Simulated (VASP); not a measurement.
# SbAu (zincblende type) (F-43m) in VASP: notebook

Runs on SbAu (zincblende type). Level: PBE. Tasks: electric field gradients.

All numbers are computed with VASP 6.6.1; they aren't measurements. Logs are shortened: lines on timing, memory, paths and dates and some standing lists are left out, and cuts for length are marked.

## Step 1: The cell of the first run

The structure is cubic, space group F-43m (No. 216). Conventional cell: a = 6.096 Å, b = 6.096 Å, c = 6.096 Å, α = 90.00°, β = 90.00°, γ = 90.00°. Au (site symmetry -43m) has 4 Sb at 2.64 Å within 3.5 Å. Sb (site symmetry -43m) has 4 Au at 2.64 Å within 3.5 Å.

## Step 2: Electric field gradients, PBE (volume scaled by 0.9405)

INCAR reads:

```
PREC = Accurate
ENCUT = 520
EDIFF = 1E-8
ISMEAR = -1
SIGMA = 0.08
LREAL = False
LASPH = True
NELM = 60
ALGO = Normal
ISIF = 2
LWAVE = False
LCHARG = False
GGA = PE
LEFG = True
NBANDS = 15
```

KPOINTS reads:

```
regular mesh
0
Gamma
  10 10 10
```

POSCAR reads:

```
SbAu
1.0
    0.0000000000      3.0479116134      3.0479116134
    3.0479116134      0.0000000000      3.0479116134
    3.0479116134      3.0479116134      0.0000000000
Au Sb
1 1
Direct
    0.0000000000      0.0000000000      0.0000000000
    0.2500000000      0.2500000000      0.2500000000
```

Potentials or basis: VASP PAW PBE potentials, release 64 (Au, Sb).

The run is started by

```
> cat potpaw_PBE.64/Au/POTCAR potpaw_PBE.64/Sb/POTCAR > POTCAR
> mpirun -np 1 vasp_std > vasp.out
```

OUTCAR:

```text
PREC = Accurate
   ENCUT = 520
   EDIFF = 1E-8
   ISMEAR = -1
   LREAL = False
   LASPH = True
   NELM = 60
   ISIF = 2
   GGA = PE

 ion  position               nearest neighbor table
   1  0.000  0.000  0.000-   2 2.64   2 2.64   2 2.64   2 2.64
   2  0.250  0.250  0.250-   1 2.64   1 2.64   1 2.64   1 2.64

  LATTYP: Found a face centered cubic cell.
 ALAT       =     6.0958232268

  Lattice vectors:

 A1 = (   0.0000000000,   3.0479116134,   3.0479116134)
 A2 = (   3.0479116134,   0.0000000000,   3.0479116134)
 A3 = (   3.0479116134,   3.0479116134,   0.0000000000)

Analysis of symmetry for initial positions (statically):
=====================================================================
 Subroutine PRICEL returns:
 Original cell was already a primitive cell.

 Routine SETGRP: Setting up the symmetry group for a
 face centered cubic supercell.

 Subroutine GETGRP returns: Found 24 space group operations
 (whereof 24 operations were pure point group operations)
 out of a pool of 48 trial point group operations.

The static configuration has the point symmetry T_d .

Analysis of symmetry for dynamics (positions and initial velocities):
=====================================================================
 Subroutine PRICEL returns:
 Original cell was already a primitive cell.

 Routine SETGRP: Setting up the symmetry group for a
 face centered cubic supercell.

 Subroutine GETGRP returns: Found 24 space group operations
 (whereof 24 operations were pure point group operations)
 out of a pool of 48 trial point group operations.

The dynamic configuration has the point symmetry T_d .

 Subroutine INISYM returns: Found 24 space group operations
 (whereof 24 operations are pure point group operations),
 and found     1 'primitive' translations

----------------------------------------------------------------------------------------

                                     Primitive cell

  volume of cell :      56.6288

  direct lattice vectors                    reciprocal lattice vectors
     0.000000000  3.047911613  3.047911613    -0.164046752  0.164046752  0.164046752
     3.047911613  0.000000000  3.047911613     0.164046752 -0.164046752  0.164046752
     3.047911613  3.047911613  0.000000000     0.164046752  0.164046752 -0.164046752

  length of vectors
[... 128 lines left out ...]

 E-fermi :   5.6052     XC(G=0):  -9.6025

 val. band max:        5.5821972857   @ k =   0.5000   0.3000   0.1000
 cond. band min:       5.6191277511   @ k =   0.2000   0.2000   0.0000
 fundamental gap:      0.0369304653
 Fermi energy:         5.6051934135

 k-point     1 :       0.0000    0.0000    0.0000
  band No.  band energies     occupation
      1      -5.3771      2.00000
      2       0.1369      2.00000
      3       0.1369      2.00000
      4       0.1369      2.00000
      5       1.1905      2.00000
      6       1.1905      2.00000
      7       8.1757      0.00000
      8       8.5460      0.00000
      9       8.5460      0.00000
     10       8.5460      0.00000
     11      11.1569      0.00000
     12      11.1569      0.00000
     13      11.1569      0.00000
     14      13.2950      0.00000
[... 401 lines left out ...]
      2      -0.1723      2.00000
      3       0.6337      2.00000
      4       0.6377      2.00000
      5       1.1575      2.00000
      6       1.2843      2.00000
      7       3.2845      2.00000
      8       5.0692      1.99754
      9       5.3180      1.94628
     10       9.5026      0.00000
     11      10.3790      0.00000
     12      14.2520      0.00000
     13      14.9928      0.00000
     14      16.4332      0.00000
     15      17.3560      0.00000

 [... further k-points ...]
[... 5 lines left out ...]
  --------------------------------------------------------------------------------------
  -------------------------------------------------------------------------------------
  Total        1.3551393      1.3551393      1.3551393      0.0000000     -0.0000000      0.0000000
  in kB       38.3404696     38.3404696     38.3404696      0.0000000     -0.0000000      0.0000000
  external PRESSURE =      38.3404696 kB  Pullay stress =       0.0000000 kB

 VOLUME and BASIS-vectors are now :
 -----------------------------------------------------------------------------
  energy-cutoff  :      520.00
  volume of cell :       56.63
      direct lattice vectors                 reciprocal lattice vectors
     0.000000000  3.047911613  3.047911613    -0.164046752  0.164046752  0.164046752
     3.047911613  0.000000000  3.047911613     0.164046752 -0.164046752  0.164046752
     3.047911613  3.047911613  0.000000000     0.164046752  0.164046752 -0.164046752

 POSITION                                       TOTAL-FORCE (eV/Angst)
 -----------------------------------------------------------------------------------
      0.00000      0.00000      0.00000         0.000000     -0.000000     -0.000000
      1.52396      1.52396      1.52396        -0.000000      0.000000      0.000000
 -----------------------------------------------------------------------------------
    total drift:                               -0.000000     -0.000000     -0.000000

  FREE ENERGIE OF THE ION-ELECTRON SYSTEM (eV)
  ---------------------------------------------------
  free  energy   TOTEN  =        -7.1112862970 eV

  energy  without entropy=       -7.0846336782  energy(sigma->0) =       -7.09795999

 Electric field gradients (V/A^2)
---------------------------------------------------------------------
 ion       V_xx      V_yy      V_zz      V_xy      V_xz      V_yz
---------------------------------------------------------------------
   1      -0.000    -0.000    -0.000    -0.000    -0.000    -0.000
   2       0.000     0.000    -0.000     0.000     0.000     0.000
---------------------------------------------------------------------

 Electric field gradients after diagonalization (V/A^2)
 (convention: |V_zz| > |V_xx| > |V_yy|)
----------------------------------------------------------------------
 ion       V_xx      V_yy      V_zz     asymmetry (V_yy - V_xx)/ V_zz
----------------------------------------------------------------------
   1       0.000     0.000    -0.001       0.000
   2      -0.000    -0.000     0.000       0.000
----------------------------------------------------------------------

           NMR quadrupolar parameters

 Cq : quadrupolar parameter    Cq=e*Q*V_zz/h
 eta: asymmetry parameters     (V_yy - V_xx)/ V_zz
 Q  : nuclear electric quadrupole moment in mb (millibarn)
----------------------------------------------------------------------
 ion       Cq(MHz)       eta       Q (mb)
----------------------------------------------------------------------
   1      -0.000       0.000       1.000
   2       0.000       0.000       1.000
----------------------------------------------------------------------
```

Run time: 27 s. Hardware: 1 thread of Intel Xeon Platinum 8259CL at 2.50GHz (Skylake/Cascade Lake), shared host; peak memory 0.19 GiB.

What came out:

```
Free energy            : -7.1113 eV
Pressure               : 3.8 GPa
Band gap on the k mesh : zero (band 8 reaches 8.55 eV, above the bottom of band 9 at 4.53 eV)
```

Caveat: without QUAD_EFG the Cq values of the log hold for a quadrupole moment of 1 mb, not for the nuclei; spin-orbit coupling is left out, which moves the levels of the heavy elements.

## Step 3: Electric field gradients, PBE (volume scaled by 0.97)

INCAR reads:

```
SYSTEM = SbAu
ALGO     = Normal         ! electronic algorithm
EDIFF    = 1E-8           ! SCF threshold, eV
ENCUT    = 520            ! plane-wave cutoff, eV
GGA      = PE             ! functional
ISIF     = 2              ! what is computed and relaxed
ISMEAR   = -1             ! smearing method
LASPH    = .TRUE.         ! aspherical terms in the spheres
LCHARG   = .FALSE.        ! write CHGCAR
LEFG     = .TRUE.       
LREAL    = .FALSE.        ! projectors in reciprocal space
LWAVE    = .FALSE.        ! write WAVECAR
NBANDS   = 15             ! bands
NELM     = 60             ! most SCF steps
PREC     = Accurate       ! precision mode
SIGMA    = 0.08           ! smearing width, eV
```

KPOINTS reads:

```
k-points
0
G
  10 10 10
  0 0 0
```

POSCAR reads:

```
SbAu
1.0
    0.0000000000      3.0794513462      3.0794513462
    3.0794513462      0.0000000000      3.0794513462
    3.0794513462      3.0794513462      0.0000000000
Au Sb
1 1
Direct
    0.0000000000      0.0000000000      0.0000000000
    0.2500000000      0.2500000000      0.2500000000
```

Potentials or basis: VASP PAW PBE potentials, release 64 (Au, Sb).

The run is started by

```
> cat potpaw_PBE.64/Au/POTCAR potpaw_PBE.64/Sb/POTCAR > POTCAR
> mpirun -np 1 vasp_std > vasp.out
```

OUTCAR:

```text
SYSTEM = SbAu
   EDIFF = 1E-8
   ENCUT = 520
   GGA = PE
   ISIF = 2
   ISMEAR = -1
   LASPH = .TRUE.
   LREAL = .FALSE.
   NELM = 60
   PREC = Accurate

 ion  position               nearest neighbor table
   1  0.000  0.000  0.000-   2 2.67   2 2.67   2 2.67   2 2.67
   2  0.250  0.250  0.250-   1 2.67   1 2.67   1 2.67   1 2.67

  LATTYP: Found a face centered cubic cell.
 ALAT       =     6.1589026924

  Lattice vectors:

 A1 = (   0.0000000000,   3.0794513462,   3.0794513462)
 A2 = (   3.0794513462,   0.0000000000,   3.0794513462)
 A3 = (   3.0794513462,   3.0794513462,   0.0000000000)

Analysis of symmetry for initial positions (statically):
=====================================================================
 Subroutine PRICEL returns:
 Original cell was already a primitive cell.

 Routine SETGRP: Setting up the symmetry group for a
 face centered cubic supercell.

 Subroutine GETGRP returns: Found 24 space group operations
 (whereof 24 operations were pure point group operations)
 out of a pool of 48 trial point group operations.

The static configuration has the point symmetry T_d .

Analysis of symmetry for dynamics (positions and initial velocities):
=====================================================================
 Subroutine PRICEL returns:
 Original cell was already a primitive cell.

 Routine SETGRP: Setting up the symmetry group for a
 face centered cubic supercell.

 Subroutine GETGRP returns: Found 24 space group operations
 (whereof 24 operations were pure point group operations)
 out of a pool of 48 trial point group operations.

The dynamic configuration has the point symmetry T_d .

 Subroutine INISYM returns: Found 24 space group operations
[... 164 lines left out ...]
     12      10.7751      0.00000
     13      10.7751      0.00000
     14      12.8756      0.00000
[... 401 lines left out ...]
      2      -0.3354      2.00000
      3       0.4325      2.00000
      4       0.4353      2.00000
      5       0.9401      2.00000
      6       1.0609      2.00000
      7       2.9565      2.00000
      8       4.7540      1.99643
      9       4.9976      1.92764
     10       9.1141      0.00000
     11       9.9591      0.00000
     12      13.7388      0.00000
     13      14.5011      0.00000
     14      15.8704      0.00000
     15      16.8901      0.00000

 [... further k-points ...]
[... 5 lines left out ...]
  --------------------------------------------------------------------------------------
  -------------------------------------------------------------------------------------
  Total        0.5832313      0.5832313      0.5832313      0.0000000      0.0000000      0.0000000
  in kB       15.9993143     15.9993143     15.9993143      0.0000000      0.0000000      0.0000000
  external PRESSURE =      15.9993143 kB  Pullay stress =       0.0000000 kB

 VOLUME and BASIS-vectors are now :
 -----------------------------------------------------------------------------
  energy-cutoff  :      520.00
  volume of cell :       58.41
      direct lattice vectors                 reciprocal lattice vectors
     0.000000000  3.079451346  3.079451346    -0.162366585  0.162366585  0.162366585
     3.079451346  0.000000000  3.079451346     0.162366585 -0.162366585  0.162366585
     3.079451346  3.079451346  0.000000000     0.162366585  0.162366585 -0.162366585

 POSITION                                       TOTAL-FORCE (eV/Angst)
 -----------------------------------------------------------------------------------
      0.00000      0.00000      0.00000        -0.000000      0.000000      0.000000
      1.53973      1.53973      1.53973         0.000000     -0.000000     -0.000000
 -----------------------------------------------------------------------------------
    total drift:                               -0.000000     -0.000000     -0.000000

  FREE ENERGIE OF THE ION-ELECTRON SYSTEM (eV)
  ---------------------------------------------------
  free  energy   TOTEN  =        -7.1414206203 eV

  energy  without entropy=       -7.1130004663  energy(sigma->0) =       -7.12721054

 Electric field gradients (V/A^2)
---------------------------------------------------------------------
 ion       V_xx      V_yy      V_zz      V_xy      V_xz      V_yz
---------------------------------------------------------------------
   1      -0.000     0.000    -0.000    -0.001    -0.001    -0.001
   2       0.000    -0.000     0.000     0.000     0.000     0.000
---------------------------------------------------------------------

 Electric field gradients after diagonalization (V/A^2)
 (convention: |V_zz| > |V_xx| > |V_yy|)
----------------------------------------------------------------------
 ion       V_xx      V_yy      V_zz     asymmetry (V_yy - V_xx)/ V_zz
----------------------------------------------------------------------
   1       0.001     0.001    -0.001       0.000
   2      -0.000    -0.000     0.000       0.000
----------------------------------------------------------------------

           NMR quadrupolar parameters

 Cq : quadrupolar parameter    Cq=e*Q*V_zz/h
 eta: asymmetry parameters     (V_yy - V_xx)/ V_zz
 Q  : nuclear electric quadrupole moment in mb (millibarn)
----------------------------------------------------------------------
 ion       Cq(MHz)       eta       Q (mb)
----------------------------------------------------------------------
   1      -0.000       0.000       1.000
   2       0.000       0.000       1.000
----------------------------------------------------------------------
```

OSZICAR:

```text
N       E                     dE             d eps       ncg     rms          rms(c)
DAV:   1     0.744875332246E+02    0.74488E+02   -0.64920E+03  1426   0.895E+02
DAV:   2    -0.563195868171E+01   -0.80119E+02   -0.72622E+02  1718   0.177E+02
DAV:   3    -0.767158771421E+01   -0.20396E+01   -0.20281E+01  1795   0.305E+01
DAV:   4    -0.768579928030E+01   -0.14212E-01   -0.14211E-01  1648   0.286E+00
DAV:   5    -0.768606301064E+01   -0.26373E-03   -0.26373E-03  1935   0.375E-01    0.661E+00
DAV:   6    -0.717791112197E+01    0.50815E+00   -0.22104E+00  1494   0.139E+01    0.450E+00
DAV:   7    -0.715224847376E+01    0.25663E-01   -0.89182E-02  1445   0.282E+00    0.255E+00
DAV:   8    -0.714193135557E+01    0.10317E-01   -0.17782E-02  1606   0.778E-01    0.179E-01
DAV:   9    -0.714142283978E+01    0.50852E-03   -0.16539E-03  1711   0.382E-01    0.142E-01
DAV:  10    -0.714141615709E+01    0.66827E-05   -0.21658E-04  1550   0.819E-02    0.302E-02
DAV:  11    -0.714142103922E+01   -0.48821E-05   -0.31882E-05  1725   0.439E-02    0.177E-02
DAV:  12    -0.714142061080E+01    0.42843E-06   -0.43659E-06  1550   0.156E-02    0.782E-03
DAV:  13    -0.714142066654E+01   -0.55741E-07   -0.69984E-07  1865   0.489E-03    0.126E-03
DAV:  14    -0.714142060652E+01    0.60016E-07   -0.74586E-08  1592   0.157E-03    0.108E-03
DAV:  15    -0.714142062054E+01   -0.14021E-07   -0.28464E-09  1454   0.392E-04    0.462E-04
DAV:  16    -0.714142062031E+01    0.23556E-09   -0.12175E-09   880   0.253E-04
   1 F= -.71414206E+01 E0= -.71272105E+01  d E =-.284202E-01
```

Run time: 31 s. Hardware: 1 thread of Intel Xeon Platinum 8259CL at 2.50GHz (Skylake/Cascade Lake), shared host; peak memory 0.2 GiB.

Results:

```yaml
Free_energy: -7.1414 eV
Pressure: 1.6 GPa
Band_gap_on_the_k_mesh: zero (band 8 reaches 8.06 eV, above the bottom of band 9 at 4.23 eV)
```

Caveat: without QUAD_EFG the Cq values of the log hold for a quadrupole moment of 1 mb, not for the nuclei; spin-orbit coupling is left out, which moves the levels of the heavy elements.

[end of part 1 of 2]
